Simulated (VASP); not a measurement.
# Tl3ICl2 (P4mm) in VASP: notebook

The runs below take Tl3ICl2 through single point, relaxation of cell and atoms, with PBE.

All numbers are computed with VASP 6.6.1; they aren't measurements. Logs are shortened: lines on timing, memory, paths and dates and some standing lists are left out, and cuts for length are marked.

### 1 The cell of the first run

Symmetry: P4mm, No. 99, tetragonal system. Conventional cell: a = 4.566 Å, b = 4.566 Å, c = 11.567 Å, α = 90.00°, β = 90.00°, γ = 90.00°. Tl (site symmetry 4mm) has 5 Cl at 2.92 to 3.23 Å and 1 Tl at 3.63 Å within 3.9 Å. Tl (site symmetry 4mm) has 4 I at 3.42 Å and 5 Tl at 3.63 to 4.57 Å within 4.6 Å. Within 4.2 Å of Tl (site symmetry 4mm) lie 5 Cl at 3.21 to 3.24 Å and 1 I at 3.64 Å. Within 4.8 Å of I (site symmetry 4mm) lie 5 Tl at 3.42 to 3.64 Å and 4 I at 4.57 Å and 1 Cl at 4.71 Å. Within 3.9 Å of Cl (site symmetry 4mm) lie 5 Tl at 2.92 to 3.24 Å. Within 4.2 Å of Cl (site symmetry 4mm) lie 5 Tl at 3.21 to 3.23 Å.

The cell was generated, and may not be a known phase.

### 2 Single point, PBE

INCAR reads:

```
SYSTEM = Tl3ICl2
  ALGO = Normal
  EDIFF = 1E-6
  ENCUT = 500
  GGA = PE
  GGA_COMPAT = .FALSE.
  ISIF = 2
  ISMEAR = 0
  LASPH = .TRUE.
  LCHARG = .FALSE.
  LREAL = .FALSE.
  LWAVE = .FALSE.
  NBANDS = 39
  NELM = 120
  PREC = Accurate
  SIGMA = 0.15
```

KPOINTS reads:

```
k-points
0
G
  3 3 1
  0 0 0
```

POSCAR reads:

```
Tl3ICl2
1.0
    4.5661177224      0.0000000000      0.0000000000
    0.0000000000      4.5661177224      0.0000000000
    0.0000000000      0.0000000000     11.5667990680
Tl I Cl
3 1 2
Direct
    0.0000000000      0.0000000000      0.6172122522
    0.0000000000      0.0000000000      0.3030546101
    0.5000000000      0.5000000000      0.8908489120
    0.5000000000      0.5000000000      0.2056166913
    0.0000000000      0.0000000000     -0.1299760280
    0.5000000000      0.5000000000      0.6132435724
```

Potentials or basis: VASP PAW PBE potentials, release 64 (Tl_d, I, Cl).

On the command line:

```console
$ cat potpaw_PBE.64/Tl_d/POTCAR potpaw_PBE.64/I/POTCAR potpaw_PBE.64/Cl/POTCAR > POTCAR
$ mpirun -np 1 vasp_std > vasp.out
```

OUTCAR:

```text
SYSTEM = Tl3ICl2
   EDIFF = 1E-6
   ENCUT = 500
   GGA = PE
   ISIF = 2
   ISMEAR = 0
   LASPH = .TRUE.
   LREAL = .FALSE.
   NELM = 120
   PREC = Accurate

 ion  position               nearest neighbor table
   1  0.000  0.000  0.617-   5 2.92   6 3.23   6 3.23   6 3.23   6 3.23   2 3.63
   2  0.000  0.000  0.303-   4 3.42   4 3.42   4 3.42   4 3.42   1 3.63
   3  0.500  0.500  0.891-   6 3.21   5 3.24   5 3.24   5 3.24   5 3.24   4 3.64
   4  0.500  0.500  0.206-   2 3.42   2 3.42   2 3.42   2 3.42   3 3.64
   5  0.000  0.000  0.870-   1 2.92   3 3.24   3 3.24   3 3.24   3 3.24
   6  0.500  0.500  0.613-   3 3.21   1 3.23   1 3.23   1 3.23   1 3.23

  LATTYP: Found a simple tetragonal cell.
 ALAT       =     4.5661177224
 C/A-ratio  =     2.5331802137

  Lattice vectors:

 A1 = (   4.5661177224,   0.0000000000,   0.0000000000)
 A2 = (   0.0000000000,   4.5661177224,   0.0000000000)
 A3 = (   0.0000000000,   0.0000000000,  11.5667990680)

Analysis of symmetry for initial positions (statically):
=====================================================================
 Subroutine PRICEL returns:
 Original cell was already a primitive cell.

 Routine SETGRP: Setting up the symmetry group for a
 simple tetragonal supercell.

 Subroutine GETGRP returns: Found  8 space group operations
 (whereof  8 operations were pure point group operations)
 out of a pool of 16 trial point group operations.

The static configuration has the point symmetry C_4v.

Analysis of symmetry for dynamics (positions and initial velocities):
=====================================================================
 Subroutine PRICEL returns:
 Original cell was already a primitive cell.

 Routine SETGRP: Setting up the symmetry group for a
 simple tetragonal supercell.

 Subroutine GETGRP returns: Found  8 space group operations
 (whereof  8 operations were pure point group operations)
 out of a pool of 16 trial point group operations.

The dynamic configuration has the point symmetry C_4v.

 Subroutine INISYM returns: Found  8 space group operations
 (whereof  8 operations are pure point group operations),
 and found     1 'primitive' translations

----------------------------------------------------------------------------------------

                                     Primitive cell

  volume of cell :     241.1612

  direct lattice vectors                    reciprocal lattice vectors
     4.566117722  0.000000000  0.000000000     0.219004428  0.000000000  0.000000000
[... 76 lines left out ...]
   IBRION =     -1    ionic relax: 0-MD 1-quasi-New 2-CG
   NFREE  =      0    steps in history (QN), initial steepest desc. (CG)
   ISIF   =      2    stress and relaxation
   ISYM   =      2    0-nonsym 1-usesym 2-fastsym
   POTIM  = 0.5000    time-step for ionic-motion
   TEBEG  =    0.0;   TEEND  =   0.0 temperature during run
   PSTRESS=    0.0 pullay stress
   NELECT =      60.0000    total number of electrons
   NUPDOWN=      -1.0000    fix difference up-down
   EMIN   =  10.00;   EMAX   =-10.00  energy-range for DOS
   EFERMI =   0.00;   METHOD = LEGACY
   ISMEAR =     0;   SIGMA  =   0.15  broadening in eV -4-tet -1-fermi 0-gaus
   EFERMI_NEDOS =   21; number of points for ismear=-14 and -15
   IALGO  =     38    algorithm
   IMIX   =      4    mixing-type and parameters
     AMIX     =   0.40;   BMIX     =  1.00
     AMIX_MAG =   1.60;   BMIX_MAG =  1.00
  volume/ion in A,a.u.               =      40.19       271.24
  Fermi-wavevector in a.u.,A,eV,Ry     =   1.029650  1.945756 14.424601  1.060178
  Thomas-Fermi vector in A             =   2.163708
   LORBIT       =      0    0 simple, 1 ext, 2 COOP (PROOUT), +10 PAW based schemes
   GGA     = PE    functional components
   LHFCALC =     F    Hartree Fock is set to
   AEXX    =    0.0000 exact exchange contribution
   IVDW    =     0    specifies the selected vdW correction
   LEPSILON=     F    determine dielectric tensor
   LRPA    =     F    only Hartree local field effects (RPA)
 non-spin polarized calculation
 Gauss-broadening in eV      SIGMA  =   0.15
  energy-cutoff  :      500.00
  volume of cell :      241.16
 maximum number of plane-waves:      6167
 NGX is ok and might be reduce to    36
   NGX = 17   NGY = 17   NGZ = 43

 number of electron      60.0000015 magnetization

 Free energy of the ion-electron system (eV)
  ---------------------------------------------------
  ext. energy  EPLUGINS =         0.00000000
  ---------------------------------------------------
  free energy    TOTEN  =       -17.07093134 eV

  energy without entropy =      -17.07093134  energy(sigma->0) =      -17.07093134

 E-fermi :   1.4976     XC(G=0):  -7.6206

 val. band max:        0.8129884719   @ k =   0.3333   0.0000   0.0000
 cond. band min:       3.6118306504   @ k =   0.0000   0.0000   0.0000
 fundamental gap:      2.7988421785
 Fermi energy:         1.4976085562

 k-point     1 :       0.0000    0.0000    0.0000
  band No.  band energies     occupation
      1     -12.5311      2.00000
      2     -12.3208      2.00000
      3     -10.4460      2.00000
      4      -9.2948      2.00000
      5      -9.2853      2.00000
      6      -9.2853      2.00000
[... 115 lines left out ...]
     38       6.8483      0.00000
     39       7.2969      0.00000

------------------------ aborting loop because EDIFF is reached ----------------------------------------

  FORCE on cell =-STRESS in cart. coord.  units (eV):
  Direction    XX          YY          ZZ          XY          YZ          ZX
  --------------------------------------------------------------------------------------
  -------------------------------------------------------------------------------------
  Total       -0.0593585     -0.0593585      0.0251692      0.0000000      0.0000000      0.0000000
  in kB       -0.3943542     -0.3943542      0.1672143      0.0000000      0.0000000      0.0000000
  external PRESSURE =      -0.2071647 kB  Pullay stress =       0.0000000 kB

 VOLUME and BASIS-vectors are now :
 -----------------------------------------------------------------------------
  energy-cutoff  :      500.00
  volume of cell :      241.16
      direct lattice vectors                 reciprocal lattice vectors
     4.566117722  0.000000000  0.000000000     0.219004428  0.000000000  0.000000000
     0.000000000  4.566117722  0.000000000     0.000000000  0.219004428  0.000000000
     0.000000000  0.000000000 11.566799068     0.000000000  0.000000000  0.086454342

 POSITION                                       TOTAL-FORCE (eV/Angst)
 -----------------------------------------------------------------------------------
      0.00000      0.00000      7.13917        -0.000000     -0.000000      0.016671
      0.00000      0.00000      3.50537        -0.000000     -0.000000     -0.010202
      2.28306      2.28306     10.30427         0.000000      0.000000     -0.019217
      2.28306      2.28306      2.37833        -0.000000     -0.000000     -0.009472
      0.00000      0.00000     10.06339        -0.000000     -0.000000     -0.000153
      2.28306      2.28306      7.09327        -0.000000     -0.000000      0.022373
 -----------------------------------------------------------------------------------
    total drift:                                0.000000      0.000000     -0.002007

  FREE ENERGIE OF THE ION-ELECTRON SYSTEM (eV)
  ---------------------------------------------------
  free  energy   TOTEN  =       -17.0709313360 eV

  energy  without entropy=      -17.0709313360  energy(sigma->0) =      -17.07093134
```

stdout:

```text
POSCAR found type information on POSCAR TlI Cl
 POSCAR found :  3 types and       6 ions
 scaLAPACK will be used
 LDA part: xc-table for (Slater+PW92), standard interpolation
 POSCAR, INCAR and KPOINTS ok, starting setup
 FFT: planning ... GRIDC
 FFT: planning ... GRID_SOFT
 FFT: planning ... GRID
 WAVECAR not read
 entering main loop
```

It took 84 s on 1 thread of Intel Xeon 8259CL, shared host; peak memory 0.32 GiB.

What came out:

| Quantity | Value |
| --- | --- |
| Free energy | -17.0709 eV |
| Pressure | 0.0 GPa |
| Largest force | 0.022 eV/Å |
| Band gap on the k mesh | 2.80 eV (least direct gap 2.97 eV) |

Forces in eV/Å, atoms in the order of the input:
```
Tl   0.000  0.000  0.017
Tl   0.000  0.000 -0.010
Tl   0.000  0.000 -0.019
I    0.000  0.000 -0.009
Cl   0.000  0.000  0.000
Cl   0.000  0.000  0.022
```

Levels at points of the mesh, in eV from the valence-band top:
```csv
k point,band 27,band 28,band 29,band 30,band 31,band 32,band 33,band 34
"(0.00, 0.00, 0.00)",-0.90,-0.90,-0.78,-0.57,2.80,4.91,5.57,5.57
```

Caveat: the k points lie up to 0.54 Å⁻¹ apart; spin-orbit coupling is left out, which moves the levels of the heavy elements. A k mesh can miss the band edges.

### 3 Relaxation of cell and atoms, PBE

This run uses another cell than the first one, of 33.13 Å³/atom.

INCAR reads:

```
PREC = Accurate
ENCUT = 500
EDIFF = 1E-7
ISMEAR = 0
SIGMA = 0.15
LREAL = False
LASPH = True
NELM = 120
ALGO = Normal
ISIF = 3
LWAVE = False
LCHARG = False
GGA = PE
IBRION = 2
NSW = 36
EDIFFG = -0.08
GGA_COMPAT = False
NELMIN = 4
```

KPOINTS reads:

```
Automatic mesh
0
Gamma
  3 3 1
```

POSCAR reads:

```
Tl3ICl2
1.0
    4.3364010700      0.0000000000      0.0000000000
    0.0000000000      4.3364010700      0.0000000000
    0.0000000000      0.0000000000     10.5708137900
Tl I Cl
3 1 2
Direct
    0.0000000000      0.0000000000      0.6709480300
    0.0000000000      0.0000000000      0.3257620000
    0.5000000000      0.5000000000      0.8341779700
    0.5000000000      0.5000000000      0.1658110000
    0.0000000000      0.0000000000      0.0094770000
    0.5000000000      0.5000000000      0.4938240100
```

Potentials or basis: VASP PAW PBE potentials, release 64 (Tl_d, I, Cl).

On the command line:

```console
$ cat potpaw_PBE.64/Tl_d/POTCAR potpaw_PBE.64/I/POTCAR potpaw_PBE.64/Cl/POTCAR > POTCAR
$ mpirun -np 1 vasp_std > vasp.out
```

Wall time 17 min (1 thread of Intel Xeon 8259CL, shared host); peak memory 0.29 GiB.

It converged, with:

```yaml
Free_energy: -17.0560 eV
Relaxed_volume: 40.15 Å³/atom
Relaxed_cell: a = 4.572 Å, b = 4.572 Å, c = 11.525 Å, α = 90.00°, β = 90.00°, γ = 90.00°
Space_group_after_relaxing_to_0.1_Å: P4mm (No. 99)
Energy_gained_by_relaxing: 322.5 meV/atom
Ionic_steps: 24
Pressure_after_relaxing: -0.1 GPa
Largest_force_after_relaxing: 0.060 eV/Å
Band_gap_on_the_k_mesh: 2.81 eV (least direct gap 2.98 eV)
```

Forces in eV/Å, atoms in the order of the input:
```
Tl   0.000  0.000  0.043
Tl   0.000  0.000 -0.050
Tl   0.000  0.000 -0.060
I    0.000  0.000  0.015
Cl   0.000  0.000  0.007
Cl   0.000  0.000  0.045
```

Stress tensor (GPa, compression positive):
```
-0.16  0.00  0.00
 0.00 -0.16  0.00
 0.00  0.00  0.01
```

The path:
```
step  energy change (eV)  largest force (eV/Å)  pressure (GPa)  volume (Å³)
   1              0.0000                1.7407           -1.13       198.78
   2             -0.4478                1.6647           -0.36       192.02
   3             -0.7223                1.1126            2.86       179.17
   4             -0.7519                1.3040            1.74       182.47
   5             -1.1103                0.9220            1.01       189.61
   6             -1.5254                0.6758            0.37       206.52
   7             -1.5849                0.8315            0.29       214.39
   8             -1.7153                0.3414           -0.41       220.24
   9             -1.7155                0.3441           -0.41       220.42
  10             -1.7479                0.2820            0.12       215.23
  11             -1.7538                0.2369            0.50       211.95
  12             -1.7806                0.1947            0.44       213.62
  13             -1.8283                0.1897            0.25       218.70
  14             -1.7797                0.6911           -0.14       229.06
  15             -1.8345                0.2347            0.16       221.11
  16             -1.8586                0.2111           -0.06       226.11
  17             -1.8816                0.1842           -0.42       236.35
  18             -1.9009                0.1217           -0.09       233.92
  19             -1.9042                0.1231            0.14       232.39
  20             -1.9098                0.1258            0.12       233.47
  21             -1.9147                0.1920            0.11       235.70
  22             -1.9223                0.1175           -0.04       238.39
  23             -1.9267                0.0857           -0.24       242.24
  24             -1.9350                0.0597           -0.10       240.93
```

Final structure:
```
Tl I Cl
1.0
     4.57223    0.00000    0.00000
     0.00000    4.57223    0.00000
     0.00000    0.00000   11.52477
Tl I Cl
3 1 2
Cartesian
  0.0000 0.0000 7.1021
  0.0000 0.0000 3.5283
  2.2861 2.2861 10.2902
  2.2861 2.2861 2.3687
  0.0000 0.0000 10.0258
  2.2861 2.2861 7.0215
```

Levels at points of the mesh, in eV from the valence-band top:
| k point | band 28 | band 29 | band 30 | band 31 | band 32 | band 33 |
| --- | --- | --- | --- | --- | --- | --- |
| (0.00, 0.00, 0.00) | -0.87 | -0.79 | -0.55 | 2.81 | 4.88 | 5.51 |

Caveat: the k points lie up to 0.55 Å⁻¹ apart in the final cell; the volume moved by over 15 % at a fixed basis, so the end points are rough; spin-orbit coupling is left out, which moves the levels of the heavy elements; the relaxation stopped at a loose force limit of 0.08 eV/Å, so its end isn't a converged minimum.
